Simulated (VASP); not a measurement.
# AlNi (Pm-3m) in VASP: further runs, part 2 of 2

VASP 6.6.1. The steps go on from the part before.

### 4 Relaxation of cell and atoms, PBE, target pressure 1 GPa, at which the enthalpy is minimised

This run uses another cell than the first one, of 11.99 Å³/atom.

The input, INCAR:

```
PREC     = Accurate       # precision mode
ENCUT    = 600            # plane-wave cutoff, eV
EDIFF    = 1E-6           # SCF threshold, eV
ISMEAR   = 0              # smearing method
SIGMA    = 0.1            # smearing width, eV
LREAL    = F              # projectors in reciprocal space
LASPH    = T              # aspherical terms in the spheres
NELM     = 100            # most SCF steps
ALGO     = Normal         # electronic algorithm
ISIF     = 3              # what is computed and relaxed
LWAVE    = F              # write WAVECAR
LCHARG   = F              # write CHGCAR
GGA      = PE             # functional
IBRION   = 2              # ionic algorithm
NSW      = 70             # ionic steps
EDIFFG   = -0.008         # ionic threshold
PSTRESS  = 10.0
```

The input, KPOINTS:

```
Automatic mesh
0
Gamma
  14 14 14
```

The input, POSCAR:

```
AlNi
1.0
    2.8838309751      0.0000000000      0.0000000000
    0.0000000000      2.8838309751      0.0000000000
    0.0000000000      0.0000000000      2.8838309751
Al Ni
1 1
Direct
    0.5000000000      0.5000000000      0.5000000000
    0.0000000000      0.0000000000      0.0000000000
```

Potentials or basis: VASP PAW PBE potentials, release 64 (Al, Ni).

Launch:

```sh
$ cat potpaw_PBE.64/Al/POTCAR potpaw_PBE.64/Ni/POTCAR > POTCAR
$ mpirun -np 1 vasp_std > vasp.out
```

OUTCAR:

```text
PREC = Accurate
   ENCUT = 600
   EDIFF = 1E-6
   ISMEAR = 0
   LREAL = F
   LASPH = T
   NELM = 100
   ISIF = 3
   GGA = PE
   IBRION = 2
   NSW = 70
   EDIFFG = -0.008
   PSTRESS = 10.0

 ion  position               nearest neighbor table
   1  0.500  0.500  0.500-   2 2.50   2 2.50   2 2.50   2 2.50   2 2.50   2 2.50   2 2.50   2 2.50

   2  0.000  0.000  0.000-   1 2.50   1 2.50   1 2.50   1 2.50   1 2.50   1 2.50   1 2.50   1 2.50

  LATTYP: Found a simple cubic cell.
 ALAT       =     2.8838309751

  Lattice vectors:

 A1 = (   2.8838309751,   0.0000000000,   0.0000000000)
 A2 = (   0.0000000000,   2.8838309751,   0.0000000000)
 A3 = (   0.0000000000,   0.0000000000,   2.8838309751)

Analysis of symmetry for initial positions (statically):
[... 264 lines left out ...]
 cond. band min:       9.9490482259   @ k =   0.3571   0.2857   0.0714
 fundamental gap:      0.0436481816
 Fermi energy:         9.9139863541

 k-point     1 :       0.0000    0.0000    0.0000
  band No.  band energies     occupation
      1      -1.1483      2.00000
      2       6.7484      2.00000
      3       6.7484      2.00000
      4       8.4163      2.00000
      5       8.4163      2.00000
      6       8.4163      2.00000
      7      15.4179      0.00000
      8      15.4179      0.00000
      9      15.4179      0.00000
     10      18.0493      0.00000
[... 287 lines left out ...]
 k-point    24 :       0.3571    0.2143    0.0000
  band No.  band energies     occupation
      1       1.8752      2.00000
      2       5.7321      2.00000
      3       7.1199      2.00000
      4       7.6477      2.00000
      5       7.8936      2.00000
      6       8.2280      2.00000
      7       9.8363      1.72808
      8      13.6586      0.00000
      9      17.7448      0.00000
     10      19.0433      0.00000

 [... further k-points ...]

------------------------ aborting loop because EDIFF is reached ----------------------------------------

  FORCE on cell =-STRESS in cart. coord.  units (eV):
  Direction    XX          YY          ZZ          XY          YZ          ZX
  --------------------------------------------------------------------------------------
  -------------------------------------------------------------------------------------
  Total        0.1522825      0.1522825      0.1522825      0.0000000      0.0000000      0.0000000
  in kB       10.1402372     10.1402372     10.1402372      0.0000000      0.0000000      0.0000000
  external PRESSURE =       0.1402372 kB  Pullay stress =      10.0000000 kB
[... 21 lines left out ...]
  energy  without entropy=      -10.5337135993  energy(sigma->0) =      -10.53627313

  enthalpy is  TOTEN    =       -10.3886562113 eV   P V=        0.1501764576

 reached required accuracy - stopping structural energy minimisation
```

OSZICAR:

```text
N       E                     dE             d eps       ncg     rms          rms(c)
DAV:   1     0.428077972357E+02    0.42808E+02   -0.62175E+03  2440   0.152E+03
DAV:   2    -0.105946331221E+02   -0.53402E+02   -0.50647E+02  2422   0.215E+02
DAV:   3    -0.119456661224E+02   -0.13510E+01   -0.13366E+01  2860   0.447E+01
DAV:   4    -0.119675946278E+02   -0.21929E-01   -0.21915E-01  2848   0.509E+00
[... 21 lines left out ...]
DAV:   2    -0.105454307884E+02   -0.36197E-02   -0.11279E-01  2694   0.574E+00    0.662E-01
DAV:   3    -0.105388975538E+02    0.65332E-02   -0.45371E-02  2674   0.371E+00    0.702E-02
DAV:   4    -0.105388351600E+02    0.62394E-04   -0.26210E-04  2436   0.164E-01    0.164E-02
DAV:   5    -0.105388328693E+02    0.22907E-05   -0.18073E-05  3472   0.650E-02    0.423E-03
DAV:   6    -0.105388326688E+02    0.20046E-06   -0.56994E-07  1346   0.934E-03
   3 F= -.10388656E+02 E0= -.10386097E+02  d E =-.135825E-03
```

Wall time 71 s (1 thread of Intel Xeon 8259CL, shared host); peak memory 0.18 GiB.

Results:

```
Free energy                                                : -10.5388 eV
Relaxed volume                                             : 12.03 Å³/atom
Relaxed cell                                               : a = 2.887 Å, b = 2.887 Å, c = 2.887 Å, α = 90.00°, β = 90.00°, γ = 90.00°
Space group after relaxing (to 0.1 Å)                      : Pm-3m (No. 221)
Energy change on relaxing (the run minimises the enthalpy) : -0.3 meV/atom
Ionic steps                                                : 3
Pressure after relaxing                                    : 1.0 GPa
Band gap on the k mesh                                     : zero (an odd number of electrons rules out a gap without spin polarisation)
```

Step by step:
| step | energy change (eV) | largest force (eV/Å) | pressure (GPa) | volume (Å³) |
| --- | --- | --- | --- | --- |
| 1 | 0.0000 | 0.0000 | 1.60 | 23.98 |
| 2 | -0.0010 | 0.0000 | 0.49 | 24.14 |
| 3 | -0.0006 | 0.0000 | 1.01 | 24.06 |

Final structure:
```
Al Ni
1.0
     2.88694    0.00000    0.00000
     0.00000    2.88694    0.00000
     0.00000    0.00000    2.88694
Al Ni
1 1
Cartesian
  1.4435 1.4435 1.4435
  0.0000 0.0000 0.0000
```

Caveat: the cell is relaxed towards a set pressure, so the run minimises the enthalpy, not the energy. Spin polarisation is off, so any magnetic state and its effect on volume and gap are missing.

### 5 Relaxation of cell and atoms, PBE, target pressure -1 GPa, at which the enthalpy is minimised

This run uses another cell than the first one, of 12.23 Å³/atom.

The input, INCAR:

```
PREC = Accurate
ENCUT = 600
EDIFF = 1E-6
ISMEAR = 0
SIGMA = 0.1
LREAL = False
LASPH = True
NELM = 100
ALGO = Fast
ISIF = 3
LWAVE = False
LCHARG = False
GGA = PE
IBRION = 2
NSW = 70
EDIFFG = -0.008
PSTRESS = -10.0
```

KPOINTS is that of step 4.

The input, POSCAR:

```
AlNi
1.0
    2.9027411391      0.0000000000      0.0000000000
    0.0000000000      2.9027411391      0.0000000000
    0.0000000000      0.0000000000      2.9027411391
Al Ni
1 1
Direct
    0.5000000000      0.5000000000      0.5000000000
    0.0000000000      0.0000000000      0.0000000000
```

Launch:

```sh
$ cat potpaw_PBE.64/Al/POTCAR potpaw_PBE.64/Ni/POTCAR > POTCAR
$ mpirun -np 1 vasp_std > vasp.out
```

Wall time 71 s (1 thread of Intel Xeon 8259CL, shared host); peak memory 0.17 GiB.

Results (log left out):

| Property | Result |
| --- | --- |
| Free energy | -10.5390 eV |
| Relaxed volume | 12.18 Å³/atom |
| Relaxed cell | a = 2.899 Å, b = 2.899 Å, c = 2.899 Å, α = 90.00°, β = 90.00°, γ = 90.00° |
| Space group after relaxing (to 0.1 Å) | Pm-3m (No. 221) |
| Energy change on relaxing (the run minimises the enthalpy) | -0.4 meV/atom |
| Ionic steps | 3 |
| Pressure after relaxing | -1.0 GPa |
| Band gap on the k mesh | zero (an odd number of electrons rules out a gap without spin polarisation) |

Step by step:
| step | energy change (eV) | largest force (eV/Å) | pressure (GPa) | volume (Å³) |
| --- | --- | --- | --- | --- |
| 1 | 0.0000 | 0.0000 | -1.75 | 24.46 |
| 2 | -0.0012 | 0.0000 | -0.01 | 24.26 |
| 3 | -0.0008 | 0.0000 | -0.99 | 24.36 |

Final structure:
```
Al Ni
1.0
     2.89896    0.00000    0.00000
     0.00000    2.89896    0.00000
     0.00000    0.00000    2.89896
Al Ni
1 1
Direct
  0.50000 0.50000 0.50000
  0.00000 0.00000 0.00000
```

Levels at points of the mesh, in eV from the Fermi level:
```
           k point  band 5  band 6  band 7  band 8  band 9  band 10
(0.00, 0.00, 0.00)   -1.47   -1.47    5.45    5.45    5.45     8.09
(0.50, 0.00, 0.00)   -2.16   -1.39   -0.60    8.29    9.96     9.96
(0.50, 0.50, 0.00)   -1.99   -1.99   -0.96    1.48    2.41    12.10
(0.50, 0.50, 0.50)   -0.93    2.05    2.05    2.05    3.56     4.39
```

Caveat: the cell is relaxed towards a set pressure, so the run minimises the enthalpy, not the energy. Spin polarisation is off, so any magnetic state and its effect on volume and gap are missing.

### 6 Single point, PBE

This run uses another cell than the first one: it holds 6 atoms, not 2.

The input, INCAR:

```
SYSTEM = AlNi
  PREC = Accurate
  ENCUT = 520
  EDIFF = 1E-7
  ISMEAR = 0
  SIGMA = 0.1
  LREAL = .FALSE.
  LASPH = .TRUE.
  NELM = 60
  ALGO = Fast
  ISIF = 2
  LWAVE = .FALSE.
  LCHARG = .TRUE.
  GGA = PE
  LELF = .TRUE.
  LVHAR = .TRUE.
  NBANDS = 28
```

The input, KPOINTS:

```
Automatic mesh
0
G
  12 12 8
  0 0 0
```

The input, POSCAR:

```
AlNi
1.0
    0.0000000000     -2.8930919343      2.8930919343
   -2.8930919343      2.8930919343      0.0000000000
   -2.8930919343     -2.8930919343     -2.8930919343
Al Ni
3 3
Direct
    0.6666666667      0.3333333333      0.1666666667
    0.3333333333      0.6666666667      0.8333333333
    0.0000000000      0.0000000000      0.5000000000
    0.0000000000      0.0000000000      0.0000000000
    0.6666666667      0.3333333333      0.6666666667
    0.3333333333      0.6666666667      0.3333333333
```

Potentials or basis: VASP PAW PBE potentials, release 64 (Al, Ni).

Launch:

```sh
$ cat potpaw_PBE.64/Al/POTCAR potpaw_PBE.64/Ni/POTCAR > POTCAR
$ mpirun -np 1 vasp_std > vasp.out
```

OUTCAR:

```text
SYSTEM = AlNi
   PREC = Accurate
   ENCUT = 520
   EDIFF = 1E-7
   ISMEAR = 0
   LREAL = .FALSE.
   LASPH = .TRUE.
   NELM = 60
   ISIF = 2
   GGA = PE

 ion  position               nearest neighbor table
   1  0.667  0.333  0.167-   6 2.51   6 2.51   4 2.51   5 2.51   5 2.51   4 2.51   4 2.51   6 2.51
                             3 2.89   2 2.89   2 2.89   3 2.89   3 2.89   2 2.89
   2  0.333  0.667  0.833-   5 2.51   5 2.51   4 2.51   6 2.51   6 2.51   4 2.51   4 2.51   5 2.51
                             3 2.89   3 2.89   3 2.89   1 2.89   1 2.89   1 2.89
   3  0.000  0.000  0.500-   5 2.51   6 2.51   4 2.51   4 2.51   5 2.51   6 2.51   5 2.51   6 2.51
                             1 2.89   2 2.89   1 2.89   2 2.89   2 2.89   1 2.89
   4  0.000  0.000  0.000-   1 2.51   2 2.51   3 2.51   3 2.51   1 2.51   2 2.51   1 2.51   2 2.51
                             6 2.89   5 2.89   5 2.89   5 2.89   6 2.89   6 2.89
   5  0.667  0.333  0.667-   2 2.51   2 2.51   3 2.51   1 2.51   1 2.51   3 2.51   3 2.51   2 2.51
                             4 2.89   4 2.89   6 2.89   6 2.89   4 2.89   6 2.89
   6  0.333  0.667  0.333-   1 2.51   1 2.51   3 2.51   2 2.51   2 2.51   3 2.51   3 2.51   1 2.51
                             4 2.89   5 2.89   4 2.89   4 2.89   5 2.89   5 2.89

  LATTYP: Found a hexagonal cell.
 ALAT       =     4.0914498507
 C/A-ratio  =     1.2247448714

  Lattice vectors:
[... 209 lines left out ...]
      1      -1.1855      2.00000
      2       4.0512      2.00000
      3       4.0512      2.00000
      4       6.3773      2.00000
      5       6.3773      2.00000
      6       6.3773      2.00000
[... 733 lines left out ...]
     27      15.8108      0.00000
     28      15.8676      0.00000

 [... further k-points ...]

------------------------ aborting loop because EDIFF is reached ----------------------------------------

  FORCE on cell =-STRESS in cart. coord.  units (eV):
  Direction    XX          YY          ZZ          XY          YZ          ZX
  --------------------------------------------------------------------------------------
  -------------------------------------------------------------------------------------
  Total        0.0062461      0.0062461      0.0062461      0.0087254      0.0087254      0.0087254
  in kB        0.1377560      0.1377560      0.1377560      0.1924366      0.1924366      0.1924366
  external PRESSURE =       0.1377560 kB  Pullay stress =       0.0000000 kB

 VOLUME and BASIS-vectors are now :
 -----------------------------------------------------------------------------
  energy-cutoff  :      520.00
  volume of cell :       72.65
      direct lattice vectors                 reciprocal lattice vectors
     0.000000000 -2.893091934  2.893091934    -0.115216986 -0.115216986  0.230433972
    -2.893091934  2.893091934  0.000000000    -0.230433972  0.115216986  0.115216986
    -2.893091934 -2.893091934 -2.893091934    -0.115216986 -0.115216986 -0.115216986

 POSITION                                       TOTAL-FORCE (eV/Angst)
 -----------------------------------------------------------------------------------
     -1.44655     -1.44655      1.44655         0.000000     -0.000000      0.000000
     -4.33964     -1.44655     -1.44655        -0.000000      0.000000     -0.000000
     -1.44655     -1.44655     -1.44655        -0.000000     -0.000000     -0.000000
      0.00000      0.00000      0.00000         0.000000      0.000000      0.000000
     -2.89309     -2.89309      0.00000        -0.000000     -0.000000     -0.000000
     -2.89309      0.00000      0.00000        -0.000000     -0.000000     -0.000000
 -----------------------------------------------------------------------------------
    total drift:                               -0.000000     -0.000000      0.000000

  FREE ENERGIE OF THE ION-ELECTRON SYSTEM (eV)
  ---------------------------------------------------
  free  energy   TOTEN  =       -31.6229466300 eV

  energy  without entropy=      -31.6113070927  energy(sigma->0) =      -31.61712686
```

stdout:

```text
POSCAR found type information on POSCAR AlNi
 POSCAR found :  2 types and       6 ions
 scaLAPACK will be used
 LDA part: xc-table for (Slater+PW92), standard interpolation
 POSCAR, INCAR and KPOINTS ok, starting setup
 FFT: planning ... GRIDC
 FFT: planning ... GRID_SOFT
 FFT: planning ... GRID
 WAVECAR not read
 entering main loop
```

It took 8.4 min on 1 thread of Intel Xeon 8259CL, shared host; peak memory 0.34 GiB.

What came out:

```
Free energy            : -31.6229 eV
Pressure               : 0.0 GPa
Band gap on the k mesh : zero (an odd number of electrons rules out a gap without spin polarisation)
```

### 7 Relaxation of cell and atoms, PBE

This run uses another cell than the first one: it holds 6 atoms, not 2.

The input, INCAR:

```
SYSTEM = AlNi
PREC = Accurate
ENCUT = 600
EDIFF = 1E-6
ISMEAR = 0
SIGMA = 0.1
LREAL = .FALSE.
LASPH = .TRUE.
NELM = 60
ALGO = Fast
ISIF = 3
LWAVE = .FALSE.
LCHARG = .FALSE.
GGA = PE
IBRION = 2
NSW = 80
EDIFFG = -0.015
```

KPOINTS is that of step 6.

POSCAR is that of step 6.

Potentials or basis: VASP PAW PBE potentials, release 64 (Al, Ni).

Launch:

```sh
$ cat potpaw_PBE.64/Al/POTCAR potpaw_PBE.64/Ni/POTCAR > POTCAR
$ mpirun -np 1 vasp_std > vasp.out
```

OUTCAR:

```text
SYSTEM = AlNi
   PREC = Accurate
   ENCUT = 600
   EDIFF = 1E-6
   ISMEAR = 0
   LREAL = .FALSE.
   LASPH = .TRUE.
   NELM = 60
   ISIF = 3
   GGA = PE
   IBRION = 2
   NSW = 80
   EDIFFG = -0.015

 ion  position               nearest neighbor table
   1  0.667  0.333  0.167-   6 2.51   6 2.51   4 2.51   5 2.51   5 2.51   4 2.51   4 2.51   6 2.51
                             3 2.89   2 2.89   2 2.89   3 2.89   3 2.89   2 2.89
   2  0.333  0.667  0.833-   5 2.51   5 2.51   4 2.51   6 2.51   6 2.51   4 2.51   4 2.51   5 2.51
[... 856 lines left out ...]
  Total       -0.0653673     -0.0653673     -0.0653673      0.0091563      0.0091563      0.0091563
  in kB       -1.4416601     -1.4416601     -1.4416601      0.2019410      0.2019410      0.2019410
  external PRESSURE =      -1.4416601 kB  Pullay stress =       0.0000000 kB

 VOLUME and BASIS-vectors are now :
 -----------------------------------------------------------------------------
  energy-cutoff  :      600.00
  volume of cell :       72.65
      direct lattice vectors                 reciprocal lattice vectors
     0.000000000 -2.893091934  2.893091934    -0.115216986 -0.115216986  0.230433972
    -2.893091934  2.893091934  0.000000000    -0.230433972  0.115216986  0.115216986
    -2.893091934 -2.893091934 -2.893091934    -0.115216986 -0.115216986 -0.115216986

 POSITION                                       TOTAL-FORCE (eV/Angst)
 -----------------------------------------------------------------------------------
     -1.44655     -1.44655      1.44655        -0.000000     -0.000000     -0.000000
     -4.33964     -1.44655     -1.44655        -0.000000      0.000000     -0.000000
     -1.44655     -1.44655     -1.44655        -0.000000      0.000000     -0.000000
      0.00000      0.00000      0.00000        -0.000000     -0.000000     -0.000000
     -2.89309     -2.89309      0.00000         0.000000     -0.000000      0.000000
     -2.89309      0.00000      0.00000        -0.000000      0.000000     -0.000000
 -----------------------------------------------------------------------------------
    total drift:                               -0.000000     -0.000000     -0.000000

  FREE ENERGIE OF THE ION-ELECTRON SYSTEM (eV)
  ---------------------------------------------------
  free  energy   TOTEN  =       -31.6223452984 eV

  energy  without entropy=      -31.6107055928  energy(sigma->0) =      -31.61652545

 reached required accuracy - stopping structural energy minimisation
```

Wall time 6.2 min (1 thread of Intel Xeon 8259CL, shared host); peak memory 0.39 GiB.

What came out:

| Item | Value |
| --- | --- |
| Free energy | -31.6223 eV |
| Pressure after relaxing | -0.1 GPa |
| Band gap on the k mesh | zero (an odd number of electrons rules out a gap without spin polarisation) |

Final structure:
```yaml
crystal:
  lattice:
    - [0.00000, -2.89309, 2.89309]
    - [-2.89309, 2.89309, 0.00000]
    - [-2.89309, -2.89309, -2.89309]
  atoms:
    - { symbol: Al, position: [0.66667, 0.33333, 0.16667] }
    - { symbol: Al, position: [0.33333, 0.66667, 0.83333] }
    - { symbol: Al, position: [0.00000, 0.00000, 0.50000] }
    - { symbol: Ni, position: [0.00000, 0.00000, 0.00000] }
    - { symbol: Ni, position: [0.66667, 0.33333, 0.66667] }
    - { symbol: Ni, position: [0.33333, 0.66667, 0.33333] }
```

Levels at points of the mesh, in eV from the Fermi level:
```csv
k point,band 16,band 17,band 18,band 19,band 20,band 21,band 22,band 23
"(0.00, 0.00, 0.00)",-1.52,-1.52,-1.52,1.94,1.94,1.94,1.94,3.83
"(0.50, 0.00, 0.00)",-2.02,-1.82,-1.82,-1.00,0.32,0.32,1.45,2.40
"(0.00, 0.00, 0.50)",-0.98,-0.98,2.01,2.01,2.01,2.98,2.98,3.52
"(0.50, 0.00, 0.50)",-1.87,-1.87,-1.44,-0.64,0.49,0.49,2.32,2.32
```

Caveat: the relaxation stopped at its first step, so nothing moved.

### 8 Overview

| task | cell | k mesh | cutoff (eV) | gap on the mesh (eV) | pressure (GPa) |
| --- | --- | --- | --- | --- | --- |
| relaxation of cell and atoms | relaxed to 12 GPa from a = 2.829 Å, 2 atoms, atomic positions A | 14 × 14 × 14 | 600 | none | 12.0 |
| relaxation of cell and atoms | relaxed to 4 GPa from a = 2.870 Å, 2 atoms, atomic positions A | 14 × 14 × 14 | 600 | none | 4.0 |
| relaxation of cell and atoms | relaxed to 1 GPa from a = 2.884 Å, 2 atoms, atomic positions A | 14 × 14 × 14 | 600 | none | 1.0 |
| relaxation of cell and atoms | relaxed to -1 GPa from a = 2.903 Å, 2 atoms, atomic positions A | 14 × 14 × 14 | 600 | none | -1.0 |
| single point | a = 4.091, b = 4.091, c = 5.011 Å, angles 90.0, 90.0, 120.0°, 6 atoms, atomic positions B | 12 × 12 × 8 | 520 | none | 0.0 |
| relaxation of cell and atoms | relaxed from a = 4.091, b = 4.091, c = 5.011 Å, angles 90.0, 90.0, 120.0°, 6 atoms, atomic positions B | 12 × 12 × 8 | 600 | none | -0.1 |

Alike in all rows: level PBE; potentials or basis VASP PAW PBE potentials, release 64 (Al, Ni); no spin polarisation; smearing gaussian 0.1 eV.

Caveats: the cell is relaxed towards a set pressure, so the run minimises the enthalpy, not the energy (at least some runs); the relaxation stopped at its first step, so nothing moved (at least some runs).

Absolute energies hang on the potentials; compare differences alone.
